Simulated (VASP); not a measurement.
Set up this calculation in VASP 6.6.1, as the native input.

```yaml
Task: electric field gradients
Functional: PBEsol
Potentials_or_basis: VASP PAW PBE potentials, release 64 (K_sv, Cl)
Cutoff: 520 eV
k_mesh: 7 × 7 × 7
Occupations: fermi-dirac, width 0.01 eV
Spin: no spin polarisation
Dipole_correction: no
Further_INCAR_settings: ALGO = Normal; EDIFF = 1e-08; NBANDS = 15
```

The structure of KCl lies in POSCAR:

```
KCl
1.0
    3.6340000000     -0.0181700000     -0.0181700000
   -0.0181700000      3.6340000000     -0.0181700000
   -0.0181700000     -0.0181700000      3.6340000000
K Cl
1 1
Direct
    0.0000000000      0.0000000000      0.0000000000
    0.5000000000      0.5000000000      0.5000000000
```

This cell differs from its parent crystal: equal xy, yz and zx shear strains of -1 %.

One way to write it, as run:

INCAR

```
PREC     = Accurate       # precision mode
ENCUT    = 520            # plane-wave cutoff, eV
EDIFF    = 1E-8           # SCF threshold, eV
ISMEAR   = -1             # smearing method
SIGMA    = 0.01           # smearing width, eV
LREAL    = False          # projectors in reciprocal space
LASPH    = True           # aspherical terms in the spheres
NELM     = 60             # most SCF steps
ALGO     = Normal         # electronic algorithm
ISIF     = 2              # what is computed and relaxed
LWAVE    = False          # write WAVECAR
LCHARG   = False          # write CHGCAR
GGA      = PS             # functional
LEFG     = True         
NBANDS   = 15             # bands
```

KPOINTS

```
regular mesh
0
Gamma
  7 7 7
```

Potentials or basis: VASP PAW PBE potentials, release 64 (K_sv, Cl).

Command:

```console
$ cat potpaw_PBE.64/K_sv/POTCAR potpaw_PBE.64/Cl/POTCAR > POTCAR
$ mpirun -np 1 vasp_std > vasp.out
```

Results of the run:

```json
{
 "Pressure": "2.4 GPa",
 "Band gap on the k mesh": "5.40 eV, indirect (least direct gap 5.60 eV)"
}
```

Caveat: the cell differs from its parent crystal (equal xy, yz and zx shear strains of -1 %); without QUAD_EFG the Cq values of the log hold for a quadrupole moment of 1 mb, not for the nuclei; the PAW data sets were made with another functional, which shifts forces and pressure a little.

It took 24 s on 1 thread of Intel(R) Xeon(R) Platinum 8488C (Sapphire Rapids), on a shared host, peak memory 0.17 GiB.
